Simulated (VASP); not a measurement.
A run of VASP 6.6.1:

File INCAR:

```
SYSTEM = Ti12C13
ALGO = Normal
DIPOL = 0.5 0.5 0.316
EDIFF = 1E-6
ENCUT = 520
IDIPOL = 3
ISIF = 2
ISMEAR = 0
LASPH = .True.
LCHARG = .False.
LDIPOL = .True.
LREAL = Auto
LWAVE = .False.
NBANDS = 116
NELM = 100
PREC = Accurate
SIGMA = 0.1
```

Contents of KPOINTS:

```
k-points
0
Gamma
  5 5 1
  0 0 0
```

File POSCAR:

```
Ti12C13
1.0
    6.0257129982      0.0000000000      0.0000000000
    0.0000000000      6.0257129982      0.0000000000
    0.0000000000      0.0000000000     19.7334903671
Ti C
12 13
Direct
    0.2500000000      0.2500000000      0.2027010896
    0.2500000000      0.7500000000      0.2027010896
    0.7500000000      0.2500000000      0.2027010896
    0.7500000000      0.7500000000      0.2027010896
    0.0000000000      0.0000000000      0.3085377016
    0.0000000000      0.5000000000      0.3085377016
    0.5000000000      0.0000000000      0.3085377016
    0.5000000000      0.5000000000      0.3085377016
    0.2500000000      0.2500000000      0.4124330642
    0.2500000000      0.7500000000      0.4124330642
    0.7500000000      0.2500000000      0.4124330642
    0.7500000000      0.7500000000      0.4124330642
    0.0000000000      0.0000000000      0.2027010896
    0.0000000000      0.5000000000      0.2027010896
    0.5000000000      0.0000000000      0.2027010896
    0.5000000000      0.5000000000      0.2027010896
    0.2500000000      0.2500000000      0.3079312156
    0.2500000000      0.7500000000      0.3079312156
    0.7500000000      0.2500000000      0.3079312156
    0.7500000000      0.7500000000      0.3079312156
    0.0000000000      0.0000000000      0.4172343673
    0.0000000000      0.5000000000      0.4172343673
    0.5000000000      0.0000000000      0.4172343673
    0.5000000000      0.5000000000      0.4172343673
    0.0000000000      0.0000000000      0.4828199592
```

Potentials or basis: VASP PAW LDA potentials, release 64 (Ti_sv, C).

Run with:

```console
$ cat potpaw_LDA.64/Ti_sv/POTCAR potpaw_LDA.64/C/POTCAR > POTCAR
$ mpirun -np 1 vasp_std > vasp.out
```

Hardware: 1 thread of Intel(R) Xeon(R) Platinum 8488C (Sapphire Rapids), with other jobs on the host.

**Question.** How long does it take, and how much memory?

**Answer.** Wall time 31 min on 1 thread of Intel(R) Xeon(R) Platinum 8488C (Sapphire Rapids), on a shared host, peak memory 0.7 GiB. Counts: scf iterations 32, k points 6.
